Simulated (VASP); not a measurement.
# VCuS2 (R-3m) in VASP: single point with LDA+U

Aim: the single point of VCuS2 with LDA+U.

Everything below comes from runs of VASP 6.6.1. Logs are shortened: lines on timing, memory, paths and dates and some standing lists are left out, and cuts for length are marked.

### 1 The cell of the first run

The structure is trigonal, space group R-3m (No. 166). Conventional cell: a = 3.587 Å, b = 3.587 Å, c = 19.536 Å, α = 90.00°, β = 90.00°, γ = 120.00°. Within 3.9 Å of Cu (site symmetry -3m) lie 6 S at 2.85 Å and 6 Cu at 3.59 Å and 6 V at 3.86 Å. Within 3.2 Å of V (site symmetry -3m) lie 6 S at 2.45 Å. Within 3.4 Å of S (site symmetry 3m) lie 3 V at 2.45 Å and 3 Cu at 2.85 Å and 3 S at 3.33 Å.

### 2 Single point, LDA+U, collinear spin

INCAR reads:

```
PREC     = Accurate       # precision mode
ENCUT    = 520            # plane-wave cutoff, eV
EDIFF    = 1E-6           # SCF threshold, eV
ISMEAR   = 0              # smearing method
SIGMA    = 0.05           # smearing width, eV
LREAL    = False          # projectors in reciprocal space
LASPH    = True           # aspherical terms in the spheres
NELM     = 150            # most SCF steps
ALGO     = Normal         # electronic algorithm
ISIF     = 2              # what is computed and relaxed
LWAVE    = False          # write WAVECAR
LCHARG   = True           # write CHGCAR
ISPIN    = 2              # spin polarisation
MAGMOM   = -0.07 2.43 -0.1 -0.1 # initial moments
LORBIT   = 11             # projections on sites
LMAXMIX  = 4              # l up to which the mixer works
LDAU     = True           # DFT+U
LDAUTYPE = 2            
LDAUL    = -1 2 -1        # shell
LDAUU    = 0 7 0          # U, eV
LDAUJ    = 0 0 0        
LDAUPRINT= 1            
LELF     = True           # ELF
LVHAR    = True         
NBANDS   = 30             # bands
```

KPOINTS reads:

```
Automatic mesh
0
Gamma
  6 6 6
```

POSCAR reads:

```
VCuS2
1.0
    1.7937081300      1.0355978700      6.5118449900
   -1.7937081300      1.0355978700      6.5118449900
    0.0000000000     -2.0711957400      6.5118449900
Cu V S
1 1 2
Direct
    0.5000000000      0.5000000000      0.5000000000
    0.0000000000      0.0000000000      0.0000000000
    0.2667000000      0.2667000000      0.2667000000
    0.7333000000      0.7333000000      0.7333000000
```

Potentials or basis: VASP PAW LDA potentials, release 64 (Cu, V_sv, S).

On the command line:

```sh
> cat potpaw_LDA.64/Cu/POTCAR potpaw_LDA.64/V_sv/POTCAR potpaw_LDA.64/S/POTCAR > POTCAR
> mpirun -np 1 vasp_std > vasp.out
```

OUTCAR:

```text
PREC = Accurate
   ENCUT = 520
   EDIFF = 1E-6
   ISMEAR = 0
   LREAL = False
   LASPH = True
   NELM = 150
   ISIF = 2
   ISPIN = 2
   LORBIT = 11

 ion  position               nearest neighbor table
   1  0.500  0.500  0.500-
   2  0.000  0.000  0.000-   4 2.45   3 2.45   4 2.45   4 2.45   3 2.45   3 2.45
   3  0.267  0.267  0.267-   2 2.45   2 2.45   2 2.45
   4  0.733  0.733  0.733-   2 2.45   2 2.45   2 2.45

  LATTYP: Found a trigonal (rhomboedric) cell.
 ALAT       =     6.8332991284
 COS(alpha) =     0.8621925543

  Lattice vectors:

 A1 = (   1.7937081300,   1.0355978700,   6.5118449900)
 A2 = (  -1.7937081300,   1.0355978700,   6.5118449900)
 A3 = (   0.0000000000,  -2.0711957400,   6.5118449900)

Analysis of symmetry for initial positions (statically):
=====================================================================
 Subroutine PRICEL returns:
 Original cell was already a primitive cell.

 Routine SETGRP: Setting up the symmetry group for a
 trigonal (rhombohedral) supercell.

 Subroutine GETGRP returns: Found 12 space group operations
 (whereof 12 operations were pure point group operations)
 out of a pool of 12 trial point group operations.

The static configuration has the point symmetry D_3d.

Analysis of symmetry for dynamics (positions and initial velocities):
=====================================================================
 Subroutine PRICEL returns:
 Original cell was already a primitive cell.

 Routine SETGRP: Setting up the symmetry group for a
 trigonal (rhombohedral) supercell.

 Subroutine GETGRP returns: Found 12 space group operations
 (whereof 12 operations were pure point group operations)
 out of a pool of 12 trial point group operations.

The dynamic configuration has the point symmetry D_3d.

Analysis of structural, dynamic, and magnetic symmetry:
=====================================================================
 Subroutine PRICEL returns:
 Original cell was already a primitive cell.

 Routine SETGRP: Setting up the symmetry group for a
 trigonal (rhombohedral) supercell.

 Subroutine GETGRP returns: Found 12 space group operations
 (whereof 12 operations were pure point group operations)
 out of a pool of 12 trial point group operations.

The overall configuration has the point symmetry D_3d.

 Subroutine INISYM returns: Found 12 space group operations
 (whereof 12 operations are pure point group operations),
 and found     1 'primitive' translations

----------------------------------------------------------------------------------------

                                     Primitive cell

  volume of cell :      72.5769

  direct lattice vectors                    reciprocal lattice vectors
     1.793708130  1.035597870  6.511844990     0.278752151  0.160937630  0.051188770
    -1.793708130  1.035597870  6.511844990    -0.278752151  0.160937630  0.051188770
     0.000000000 -2.071195740  6.511844990     0.000000000 -0.321875260  0.051188770

  length of vectors
     6.833299128  6.833299128  6.833299128     0.325920194  0.325920194  0.325920194

  position of ions in fractional coordinates (direct lattice)
     0.500000000  0.500000000  0.500000000
     0.000000000  0.000000000  0.000000000
     0.266700000  0.266700000  0.266700000
     0.733300000  0.733300000  0.733300000

  ion indices of the primitive-cell ions
   primitive index   ion index
                 1           1
                 2           2
                 3           3
                 4           4

----------------------------------------------------------------------------------------

 KPOINTS: Automatic mesh

Automatic generation of k-mesh.
 Grid dimensions read from file:
 generate k-points for:    6    6    6

 Generating k-lattice:

  Cartesian coordinates                     Fractional coordinates (reciprocal lattice)
     0.046458692  0.026822938  0.008531462     0.166666667  0.000000000  0.000000000
    -0.046458692  0.026822938  0.008531462     0.000000000  0.166666667  0.000000000
     0.000000000 -0.053645877  0.008531462     0.000000000  0.000000000  0.166666667

[... 44 lines left out ...]
   NGX,Y,Z   is equivalent  to a cutoff of  13.14, 13.14, 13.14 a.u.
   NGXF,Y,Z  is equivalent  to a cutoff of  26.28, 26.28, 26.28 a.u.
 SYSTEM =  unknown system
   PREC   = accura    normal or accurate (medium, high low for compatibility)
   ISTART =      0    job   : 0-new  1-cont  2-samecut
   ICHARG =      2    charge: 1-file 2-atom 10-const
   ISPIN  =      2    spin polarized calculation?
   LNONCOLLINEAR =      F non collinear calculations
   LSORBIT =      F    spin-orbit coupling
   LASPH  =      T    aspherical Exc in radial PAW
   ENCUT  =  520.0 eV  38.22 Ry    6.18 a.u.  12.71 12.71 12.71*2*pi/ulx,y,z
   NELM   =    150;   NELMIN=  2; NELMDL= -5     # of ELM steps
   EDIFF  = 0.1E-05   stopping-criterion for ELM
   LREAL  =      F    real-space projection
   EDIFFG = 0.1E-04   stopping-criterion for IOM
   NSW    =      0    number of steps for IOM
   IBRION =     -1    ionic relax: 0-MD 1-quasi-New 2-CG
   NFREE  =      0    steps in history (QN), initial steepest desc. (CG)
   ISIF   =      2    stress and relaxation
   ISYM   =      2    0-nonsym 1-usesym 2-fastsym
   POTIM  = 0.5000    time-step for ionic-motion
   TEBEG  =    0.0;   TEEND  =   0.0 temperature during run
   PSTRESS=    0.0 pullay stress
   NELECT =      36.0000    total number of electrons
   NUPDOWN=      -1.0000    fix difference up-down
   EMIN   =  10.00;   EMAX   =-10.00  energy-range for DOS
   EFERMI =   0.00;   METHOD = LEGACY
   ISMEAR =     0;   SIGMA  =   0.05  broadening in eV -4-tet -1-fermi 0-gaus
   EFERMI_NEDOS =   21; number of points for ismear=-14 and -15
   IALGO  =     38    algorithm
   IMIX   =      4    mixing-type and parameters
     AMIX     =   0.40;   BMIX     =  1.00
     AMIX_MAG =   1.60;   BMIX_MAG =  1.00
  volume/ion in A,a.u.               =      18.14       122.44
  Fermi-wavevector in a.u.,A,eV,Ry     =   1.295914  2.448923 22.849538  1.679394
  Thomas-Fermi vector in A             =   2.427404
   LORBIT       =     11    0 simple, 1 ext, 2 COOP (PROOUT), +10 PAW based schemes
 LDA+U is selected, type is set to LDAUTYPE =  2
   angular momentum for each species LDAUL =    -1    2   -1
   U (eV)           for each species LDAUU =   0.0  7.0  0.0
   J (eV)           for each species LDAUJ =   0.0  0.0  0.0
   GGA     = CA    functional components
   LHFCALC =     F    Hartree Fock is set to
   AEXX    =    0.0000 exact exchange contribution
   IVDW    =     0    specifies the selected vdW correction
   LEPSILON=     F    determine dielectric tensor
   LRPA    =     F    only Hartree local field effects (RPA)
 spin polarized calculation
 Gauss-broadening in eV      SIGMA  =   0.05
  energy-cutoff  :      520.00
  volume of cell :       72.58
 maximum number of plane-waves:      1987
 NGX is ok and might be reduce to    54
   NGX = 25   NGY = 25   NGZ = 25

atom =   2  type =  2  l = 2

 onsite density matrix

spin component  1

  0.6641  0.0000 -0.0000 -0.2377  0.0000
  0.0000  0.2796  0.0000  0.0000 -0.2377
 -0.0000  0.0000  0.8731  0.0000 -0.0000
 -0.2377  0.0000  0.0000  0.2796 -0.0000
  0.0000 -0.2377 -0.0000 -0.0000  0.6641

spin component  2

  0.0560 -0.0000 -0.0000  0.0456  0.0000
 -0.0000  0.0819 -0.0000 -0.0000  0.0456
 -0.0000 -0.0000  0.0186  0.0000 -0.0000
  0.0456 -0.0000  0.0000  0.0819  0.0000
  0.0000  0.0456 -0.0000  0.0000  0.0560

 occupancies and eigenvectors

  o =  0.0186  v =  0.0000  0.0000  0.0000  0.0000  0.0000  0.0000 -0.0000  1.0000 -0.0000  0.0000      0.0000  0.0000  0.0000  0.0000  0.0000  0.0000  0.0000  0.0000  0.0000  0.0000
  o =  0.0215  v =  0.0000  0.0000  0.0000  0.0000  0.0000  0.0000  0.6026  0.0000 -0.0000 -0.7980      0.0000  0.0000  0.0000  0.0000  0.0000  0.0000  0.0000  0.0000  0.0000  0.0000
  o =  0.0215  v =  0.0000  0.0000  0.0000  0.0000  0.0000  0.7980 -0.0000 -0.0000 -0.6026  0.0000      0.0000  0.0000  0.0000  0.0000  0.0000  0.0000  0.0000  0.0000  0.0000  0.0000
  o =  0.1164  v =  0.0000  0.0000  0.0000  0.0000  0.0000  0.0000 -0.7980  0.0000  0.0000 -0.6026      0.0000  0.0000  0.0000  0.0000  0.0000  0.0000  0.0000  0.0000  0.0000  0.0000
  o =  0.1164  v =  0.0000  0.0000  0.0000  0.0000  0.0000 -0.6026 -0.0000  0.0000 -0.7980 -0.0000      0.0000  0.0000  0.0000  0.0000  0.0000  0.0000  0.0000  0.0000  0.0000  0.0000
  o =  0.1661  v =  0.0000  0.9025  0.0000  0.0000  0.4307  0.0000  0.0000  0.0000  0.0000  0.0000      0.0000  0.0000  0.0000  0.0000  0.0000  0.0000  0.0000  0.0000  0.0000  0.0000
  o =  0.1661  v = -0.4307  0.0000  0.0000 -0.9025  0.0000  0.0000  0.0000  0.0000  0.0000  0.0000      0.0000  0.0000  0.0000  0.0000  0.0000  0.0000  0.0000  0.0000  0.0000  0.0000
  o =  0.7776  v = -0.0000 -0.4307  0.0000  0.0000  0.9025  0.0000  0.0000  0.0000  0.0000  0.0000      0.0000  0.0000  0.0000  0.0000  0.0000  0.0000  0.0000  0.0000  0.0000  0.0000
  o =  0.7776  v =  0.9025 -0.0000  0.0000 -0.4307  0.0000  0.0000  0.0000  0.0000  0.0000  0.0000      0.0000  0.0000  0.0000  0.0000  0.0000  0.0000  0.0000  0.0000  0.0000  0.0000
  o =  0.8731  v = -0.0000  0.0000  1.0000  0.0000 -0.0000  0.0000  0.0000  0.0000  0.0000  0.0000      0.0000  0.0000  0.0000  0.0000  0.0000  0.0000  0.0000  0.0000  0.0000  0.0000

 number of electron      35.9999997 magnetization       2.1195427

 Free energy of the ion-electron system (eV)
  ---------------------------------------------------
  ext. energy  EPLUGINS =         0.00000000
  ---------------------------------------------------
  free energy    TOTEN  =       -19.73092156 eV

  energy without entropy =      -19.72472341  energy(sigma->0) =      -19.72782248

 E-fermi :   4.5999     XC(G=0): -10.7174

 val. band max:        4.5958755274   @ k =   0.1667   0.1667   0.1667
 cond. band min:       4.6013842217   @ k =   0.3333   0.1667   0.1667
 fundamental gap:      0.0055086943
 Fermi energy:         4.5998907255

 spin component 1

 k-point     1 :       0.0000    0.0000    0.0000
  band No.  band energies     occupation
      1     -58.6373      1.00000
      2     -33.0027      1.00000
      3     -32.8775      1.00000
      4     -32.8775      1.00000
      5      -8.5083      1.00000
      6      -7.0026      1.00000
[... 1577 lines left out ...]
     29      15.6200      0.00000
     30      15.9157      0.00000

 [... further k-points ...]

------------------------ aborting loop because EDIFF is reached ----------------------------------------

  FORCE on cell =-STRESS in cart. coord.  units (eV):
  Direction    XX          YY          ZZ          XY          YZ          ZX
  --------------------------------------------------------------------------------------
  -------------------------------------------------------------------------------------
  Total       -0.8191554     -0.8191554     -4.3014713      0.0000000      0.0000000     -0.0000000
  in kB      -18.0833404    -18.0833404    -94.9575244      0.0000000      0.0000000     -0.0000000
  external PRESSURE =     -43.7080684 kB  Pullay stress =       0.0000000 kB

 VOLUME and BASIS-vectors are now :
 -----------------------------------------------------------------------------
  energy-cutoff  :      520.00
  volume of cell :       72.58
      direct lattice vectors                 reciprocal lattice vectors
     1.793708130  1.035597870  6.511844990     0.278752151  0.160937630  0.051188770
    -1.793708130  1.035597870  6.511844990    -0.278752151  0.160937630  0.051188770
     0.000000000 -2.071195740  6.511844990     0.000000000 -0.321875260  0.051188770

 POSITION                                       TOTAL-FORCE (eV/Angst)
 -----------------------------------------------------------------------------------
      0.00000      0.00000      9.76777         0.000000      0.000000      0.000000
      0.00000      0.00000      0.00000        -0.000000     -0.000000      0.000000
      0.00000      0.00000      5.21013        -0.000000     -0.000000     -2.145981
      0.00000      0.00000     14.32541        -0.000000      0.000000      2.145981
 -----------------------------------------------------------------------------------
    total drift:                                0.000000      0.000000      0.000000

  FREE ENERGIE OF THE ION-ELECTRON SYSTEM (eV)
  ---------------------------------------------------
  free  energy   TOTEN  =       -19.7309215607 eV

  energy  without entropy=      -19.7247234079  energy(sigma->0) =      -19.72782248

 total charge

# of ion       s       p       d       tot
------------------------------------------
    1        0.235   0.126   9.285   9.646
    2        2.225   6.171   3.031  11.427
    3        1.335   2.384   0.000   3.719
    4        1.335   2.384   0.000   3.719
--------------------------------------------------
tot          5.130  11.064  12.317  28.511

 magnetization (x)

# of ion       s       p       d       tot
------------------------------------------
    1        0.015  -0.003  -0.177  -0.165
    2        0.027   0.008   2.455   2.489
    3       -0.007  -0.158   0.000  -0.165
    4       -0.007  -0.158   0.000  -0.165
--------------------------------------------------
tot          0.028  -0.311   2.277   1.994
```

Wall time 32 min (1 thread of Intel Xeon 6975P-C (Granite Rapids), shared host); peak memory 0.38 GiB.

Results:

- Free energy: -19.7309 eV
- Pressure: -4.4 GPa
- Largest force: 2.146 eV/Å
- Net moment: 2.12 μB per cell
- Site moments: Cu -0.17; V +2.49; S -0.17 μB
- Valence electrons inside the program's atomic spheres: Cu 9.65; V 11.43; S 3.72

Forces on the atoms (eV/Å):
```
Cu   0.000  0.000  0.000
V    0.000  0.000  0.000
S    0.000  0.000 -2.146
S    0.000  0.000  2.146
```

Levels at points of the mesh, in eV from the Fermi level:
Spin up:
| k point | band 16 | band 17 | band 18 | band 19 | band 20 | band 21 | band 22 | band 23 |
| --- | --- | --- | --- | --- | --- | --- | --- | --- |
| (0.00, 0.00, 0.00) | -0.78 | -0.08 | -0.08 | -0.01 | -0.01 | 2.27 | 4.67 | 4.67 |
| (0.50, 0.00, 0.00) | -0.91 | -0.69 | -0.57 | -0.52 | -0.38 | 3.27 | 4.08 | 4.52 |
| (0.50, 0.50, 0.00) | -1.05 | -0.78 | -0.67 | -0.62 | 0.24 | 2.01 | 3.83 | 5.01 |
| (0.50, 0.50, 0.50) | -0.68 | -0.19 | -0.19 | 0.34 | 0.34 | 4.01 | 4.44 | 4.44 |
Spin down:
```
           k point  band 14  band 15  band 16  band 17  band 18  band 19  band 20  band 21
(0.00, 0.00, 0.00)    -0.99    -0.92    -0.11    -0.11     1.92     4.56     4.56     5.07
(0.50, 0.00, 0.00)    -1.20    -1.02    -0.70    -0.68     3.29     3.58     4.66     5.53
(0.50, 0.50, 0.00)    -1.20    -1.12    -0.65    -0.26     1.86     3.58     3.90     5.95
(0.50, 0.50, 0.50)    -1.35    -1.35     0.22     0.22     3.89     4.49     4.49     4.80
```

Eigenvalues of the final occupation matrices:
```
    site  spin  trace               eigenvalues
site 2 d     1   2.76  0.17 0.17 0.78 0.78 0.87
site 2 d     2   0.29  0.02 0.02 0.02 0.12 0.12
```

Caveat: the stress differs along the axes, from -9 to -2 GPa; a cell with one magnetic atom can't hold antiferromagnetic order, which such compounds often take; forces of over 1 eV/Å act on the atoms, so gaps and moduli don't describe the material at rest.
